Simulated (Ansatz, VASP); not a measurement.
## AlCu: VASP beside Ansatz

File INCAR:

```
SYSTEM = AlCu
PREC = Accurate
ENCUT = 520
EDIFF = 1E-6
ISMEAR = 0
SIGMA = 0.1
LREAL = .FALSE.
LASPH = .TRUE.
NELM = 80
ALGO = Fast
ISIF = 2
LWAVE = .FALSE.
LCHARG = .FALSE.
GGA = PS
NBANDS = 14
```

Contents of KPOINTS:

```
Automatic mesh
0
G
  14 14 14
  0 0 0
```

POSCAR

```
AlCu
1.0
    2.8945745409      0.0000000000      0.0000000000
    0.0000000000      2.8945745409      0.0000000000
    0.0000000000      0.0000000000      2.8945745409
Al Cu
1 1
Direct
    0.0000000000      0.0000000000      0.0000000000
    0.5000000000      0.5000000000      0.5000000000
```

Input for Ansatz:

```yaml
crystal:
  lattice:
    - [2.8945745409, 0.0, 0.0]
    - [0.0, 2.8945745409, 0.0]
    - [0.0, 0.0, 2.8945745409]
  atoms:
    - { symbol: Al, position: [0.0, 0.0, 0.0] }
    - { symbol: Cu, position: [0.5, 0.5, 0.5] }
basis:
  ecutwfc: 420
kpoints:
  mp_grid: { grid: [14, 14, 14] }
hamiltonian:
  xc: pbesol
scf:
  occupations: { method: gaussian, width: 0.1 }
output:
  forces: true
  stress: true
  eigenvalues: true
```

Alike in both runs: task single point; functional PBEsol; k mesh 14 × 14 × 14; occupations gaussian, width 0.1 eV; no spin polarisation.

|  | VASP | Ansatz |
| --- | --- | --- |
| version | VASP 6.6.1 | Ansatz 0.2.0 |
| potentials or method | VASP PAW PBE potentials, release 64 (Al, Cu), cutoff 520 eV | scalar-relativistic, plane waves, PAW |
| valence electrons in the cell | 14 | 22 |

|  | VASP | Ansatz | Ansatz less VASP |
| --- | --- | --- | --- |
| gap on the k mesh at the Fermi level (eV) | none | none | - |
| pressure (GPa) | 9.2 | 9.3 | +0.13 |

VASP's potentials were made for PBE, not for PBEsol. A gap of «none» marks a metal or a gap that the smearing closes. The functional is the same, so the differences come from potentials, cutoffs and numerics. VASP's potentials hold 14 valence electrons a cell and Ansatz's 22, so a difference there can come from the potentials and not from the codes.
